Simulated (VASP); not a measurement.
NbH, 2 atoms in the cell. The structure is tetragonal, space group I4/mmm (No. 139). Conventional cell: a = 3.181 Å, b = 3.181 Å, c = 3.929 Å, α = 90.00°, β = 90.00°, γ = 90.00°. Nb (site symmetry 4/mmm) has 6 H at 1.96 to 2.25 Å within 2.6 Å. Within 2.6 Å of H (site symmetry 4/mmm) lie 6 Nb at 1.96 to 2.25 Å. 

* Program: VASP 6.6.1
* Task: single point
* Functional: LDA
* Potentials or basis: VASP PAW LDA potentials, release 64 (Nb_sv, H)
* Cutoff: 520 eV
* k mesh: 13 × 13 × 13
* Occupations: methfessel-paxton, width 0.1 eV
* Spin: no spin polarisation
* Dipole correction: no
* Further INCAR settings: ALGO = Normal; EDIFF = 1e-06; NBANDS = 14

Potentials or basis: VASP PAW LDA potentials, release 64 (Nb_sv, H).

Command:

```sh
$ cat potpaw_LDA.64/Nb_sv/POTCAR potpaw_LDA.64/H/POTCAR > POTCAR
$ mpirun -np 1 vasp_std > vasp.out
```

Hardware: 1 thread of AMD EPYC 7R13 Processor (Zen 3), with other jobs on the host.

Task: Estimate the wall time of this run.

Result: It took 69 s on 1 thread of AMD EPYC 7R13 Processor (Zen 3), on a shared host, peak memory 0.14 GiB. Counts: scf iterations 12, k points 196.
